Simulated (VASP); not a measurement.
Input of a VASP 6.6.1 run:

File INCAR:

```
PREC = Accurate
ENCUT = 600
EDIFF = 1E-6
ISMEAR = -1
SIGMA = 0.05
LREAL = F
LASPH = T
NELM = 120
ALGO = Normal
ISIF = 2
LWAVE = F
LCHARG = F
GGA = LIBXC
LIBXC1 = GGA_X_B88
LIBXC2 = GGA_C_PBE
NBANDS = 35
GGA_COMPAT = F
```

File KPOINTS:

```
Automatic mesh
0
Gamma
  7 7 7
```

Contents of POSCAR:

```
Al2O3
1.0
    2.3802500000      1.3742379782      4.3318666667
   -2.3802500000      1.3742379782      4.3318666667
    0.0000000000     -2.7484759565      4.3318666667
Al O
4 6
Direct
    0.8521600000      0.8521600000      0.8521600000
    0.6478400000      0.6478400000      0.6478400000
    0.1478400000      0.1478400000      0.1478400000
    0.3521600000      0.3521600000      0.3521600000
    0.0566800000      0.7500000000      0.4433200000
    0.7500000000      0.4433200000      0.0566800000
    0.4433200000      0.0566800000      0.7500000000
    0.9433200000      0.2500000000      0.5566800000
    0.2500000000      0.5566800000      0.9433200000
    0.5566800000      0.9433200000      0.2500000000
```

Potentials or basis: VASP PAW PBE potentials, release 64 (Al, O).

Command:

```bash
$ cat potpaw_PBE.64/Al/POTCAR potpaw_PBE.64/O/POTCAR > POTCAR
$ mpirun -np 1 vasp_std > vasp.out
```

Task: Predict the band gap on the k mesh.

Result: 6.26 eV.

Task: Estimate the largest force.

Result: 0.035 eV/Å.

Task: What does it give for the pressure?

Result: 6.7 GPa.

Stress tensor (GPa, compression positive):
```
6.93 0.00 0.00
0.00 6.93 0.00
0.00 0.00 6.33
```

Caveat: the cell stands under pressure; the PAW data sets were made with another functional, which shifts forces and pressure a little. A k mesh can miss the band edges.
